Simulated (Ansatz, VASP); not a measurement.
# CuO in VASP and in Ansatz

INCAR

```
SYSTEM = CuO
ALGO = Normal ; EDIFF = 1E-7
EDIFFG = -0.01 ; ENCUT = 600
GGA = PE ; IBRION = 2
ISIF = 3 ; ISMEAR = -1
LASPH = .True. ; LCHARG = .False.
LDAU = .True. ; LDAUJ = 0 0
LDAUL = 2 -1 ; LDAUPRINT = 1
LDAUTYPE = 2 ; LDAUU = 4 0
LMAXMIX = 4 ; LREAL = .False.
LWAVE = .False. ; NELM = 150
NSW = 60 ; PREC = Accurate
SIGMA = 0.05
```

KPOINTS

```
k-points
0
Gamma
  10 10 10
  0 0 0
```

Contents of POSCAR:

```
CuO
1.0
    2.5525506100      0.0000000000      0.0000000000
    0.0000000000      2.5525506100      0.0000000000
    0.0000000000      0.0000000000      2.5525506100
Cu O
1 1
Direct
    0.0000000000      0.0000000000      0.0000000000
    0.5000000000      0.5000000000      0.5000000000
```

File input.yaml:

```yaml
crystal:
  lattice:
    - [2.55255061, 0.0, 0.0]
    - [0.0, 2.55255061, 0.0]
    - [0.0, 0.0, 2.55255061]
  atoms:
    - { symbol: Cu, position: [0.0, 0.0, 0.0] }
    - { symbol: O, position: [0.5, 0.5, 0.5] }
hamiltonian:
  xc: pbe
  pseudopotentials: { kind: paw }
  hubbard: { sites: [{ species: Cu, l: d, u_eff: 4.0 }] }
kpoints:
  mp_grid: { grid: [10, 10, 10] }
scf:
  occupations: { method: fermi_dirac, width: 0.05 }
output:
  forces: true
  stress: true
  eigenvalues: true
  write_density: true
  write_potential: true
  elf: true
  volumetric_format: npy
relax:
  f_tol: 0.01
  max_steps: 40
  cell: { stress_tol: 0.05 }
```

Alike in both runs: task relaxation of cell and atoms; functional PBE; k mesh 10 × 10 × 10; occupations fermi-dirac, width 0.05 eV; no spin polarisation; Hubbard terms Cu d U = 4.0 eV.

|  | VASP | Ansatz |
| --- | --- | --- |
| version | VASP 6.6.1 | Ansatz 0.2.0 |
| potentials or method | VASP PAW PBE potentials, release 64 (Cu, O) | Ansatz PAW |
| plane-wave cutoff (eV) | 600 | 420 |
| valence electrons in the cell | 17 | 25 |

```csv
,VASP,Ansatz,Ansatz less VASP
"gap on the k mesh at the Fermi level, each at its own relaxed structure (eV)",none,none,-
relaxed volume (Å³/atom),9.03,9.31,+0.280
relaxed length of the cell vector where the two differ most in proportion (Å),2.624,2.651,+0.0268
```

The programs project onto different local orbitals, so the same U acts differently, and such runs can settle in different states. A gap of «none» marks a metal or a gap that the smearing closes. VASP's potentials hold 17 valence electrons a cell and Ansatz's 25, so a difference there can come from the potentials and not from the codes.

Noted on Ansatz's run: the plane-wave basis is chosen anew once the cell has moved, so the energies of steps on either side of that aren't comparable.
